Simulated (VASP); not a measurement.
Input of a VASP 6.6.1 run:

INCAR

```
SYSTEM = C
PREC     = Accurate       ! precision mode
ENCUT    = 600            ! plane-wave cutoff, eV
EDIFF    = 1E-6           ! SCF threshold, eV
ISMEAR   = -1             ! smearing method
SIGMA    = 0.02           ! smearing width, eV
LREAL    = .FALSE.        ! projectors in reciprocal space
LASPH    = .TRUE.         ! aspherical terms in the spheres
NELM     = 120            ! most SCF steps
ALGO     = Normal         ! electronic algorithm
ISIF     = 2              ! what is computed and relaxed
LWAVE    = .FALSE.        ! write WAVECAR
LCHARG   = .FALSE.        ! write CHGCAR
GGA      = PE             ! functional
NBANDS   = 11             ! bands
GGA_COMPAT= .FALSE.
```

KPOINTS

```
Automatic mesh
0
G
  6 6 2
  0 0 0
```

The input POSCAR:

```
C
1.0
    2.4561701622      0.0000000000      0.0000000000
   -1.2280850811      2.1271057565      0.0000000000
    0.0000000000      0.0000000000      8.5238033600
C
2
Direct
    0.6666666667      0.3333333333      0.0000000000
    0.3333333333      0.6666666667      0.0000000000
```

Potentials or basis: VASP PAW PBE potentials, release 64 (C).

Launch:

```console
$ cat potpaw_PBE.64/C/POTCAR > POTCAR
$ mpirun -np 1 vasp_std > vasp.out
```

(1) What does it give for the band gap on the k mesh?

## Answers

(1) zero (filled and empty bands touch).

Caveat: the k points lie up to 0.49 Å⁻¹ apart.
